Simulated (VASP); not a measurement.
Set up this calculation in VASP 6.6.1, as the native input.

| Property | Result |
| --- | --- |
| Task | single point |
| Functional | LDA |
| Potentials or basis | VASP PAW LDA potentials, release 64 (Zr_sv, In_d) |
| Cutoff | 520 eV |
| k mesh | 12 × 12 × 8 |
| Occupations | fermi-dirac, width 0.05 eV |
| Spin | no spin polarisation |
| Dipole correction | no |
| Further INCAR settings | ALGO = Normal; EDIFF = 1e-06; NBANDS = 20 |

The structure of ZrIn lies in POSCAR:

```
ZrIn
1.0
    2.4978483375      0.0000000000      0.0000000000
    0.0000000000      2.4978483375      0.0000000000
    0.0000000000      0.0000000000      3.8728389752
Zr In
1 1
Direct
    0.0000000000      0.0000000000      0.0000000000
    0.5000000000      0.5000000000      0.5000000000
```

These files were run (other wordings do the same):

INCAR

```
SYSTEM = ZrIn
PREC = Accurate ; ENCUT = 520
EDIFF = 1E-6 ; ISMEAR = -1
SIGMA = 0.05 ; LREAL = .FALSE.
LASPH = .TRUE. ; NELM = 80
ALGO = Normal ; ISIF = 2
LWAVE = .FALSE. ; LCHARG = .FALSE.
NBANDS = 20
```

KPOINTS

```
Automatic mesh
0
G
  12 12 8
  0 0 0
```

Potentials or basis: VASP PAW LDA potentials, release 64 (Zr_sv, In_d).

Run with:

```bash
$ cat potpaw_LDA.64/Zr_sv/POTCAR potpaw_LDA.64/In_d/POTCAR > POTCAR
$ mpirun -np 1 vasp_std > vasp.out
```

Results of the run:

```yaml
Pressure: 188.5 GPa
Band_gap_on_the_k_mesh: zero (an odd number of electrons rules out a gap without spin polarisation)
```

Caveat: the cell stands under pressure; spin-orbit coupling is left out, which moves the levels of the heavy elements.

Wall time 30 s on 1 thread of AMD EPYC 9R45 (Zen 5), with other jobs on the host, peak memory 0.15 GiB.
